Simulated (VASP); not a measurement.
Wanted: the native input for a VASP 6.6.1 run.

| Property | Result |
| --- | --- |
| Task | single point |
| Functional | PBE |
| Potentials or basis | VASP PAW PBE potentials, release 64 (Dy_3, Be, Se), 4f in core |
| Cutoff | 600 eV |
| k mesh | 12 × 12 × 8 |
| Occupations | gaussian, width 0.1 eV |
| Spin | no spin polarisation |
| Dipole correction | no |
| Further INCAR settings | ALGO = Normal; EDIFF = 1e-06; NBANDS = 28 |

The structure of Dy3Be2Se lies in POSCAR:

```
Dy3Be2Se
1.0
    5.0528905665      0.0000000000      0.0000000000
   -2.5264452832      4.3759315931      0.0000000000
    0.0000000000      0.0000000000      5.6582066773
Dy Be Se
3 2 1
Direct
    0.3333333333      0.6666666667      0.5000000000
    0.6666666667      0.3333333333      0.5000000000
    0.0000000000      0.0000000000      0.0000000000
    0.3333333333      0.6666666667      0.0000000000
    0.6666666667      0.3333333333      0.0000000000
    0.0000000000      0.0000000000      0.5000000000
```

The cell was generated, and may not be a known phase.

One way to write it, as run:

INCAR

```
SYSTEM = Dy3Be2Se
PREC = Accurate
ENCUT = 600
EDIFF = 1E-6
ISMEAR = 0
SIGMA = 0.1
LREAL = .False.
LASPH = .True.
NELM = 200
ALGO = Normal
ISIF = 2
LWAVE = .False.
LCHARG = .False.
GGA = PE
NBANDS = 28
GGA_COMPAT = .False.
LMAXMIX = 6
```

KPOINTS

```
regular mesh
0
Gamma
  12 12 8
  0 0 0
```

Potentials or basis: VASP PAW PBE potentials, release 64 (Dy_3, Be, Se), 4f in core.

The run is started by

```sh
$ cat potpaw_PBE.64/Dy_3/POTCAR potpaw_PBE.64/Be/POTCAR potpaw_PBE.64/Se/POTCAR > POTCAR
$ mpirun -np 1 vasp_std > vasp.out
```

Results of the run:

```json
{
 "Pressure": "0.4 GPa",
 "Band gap on the k mesh": "zero (an odd number of electrons rules out a gap without spin polarisation)"
}
```

Caveat: spin-orbit coupling is left out, which moves the levels of the heavy elements; the 4f electrons are frozen in the core, so they carry no moment and show no levels; the run has no spin polarisation, though such a crystal can be magnetic.

Wall time 4.2 min on 1 thread of Intel(R) Xeon(R) 6975P-C (Granite Rapids), on a shared host, peak memory 0.54 GiB.
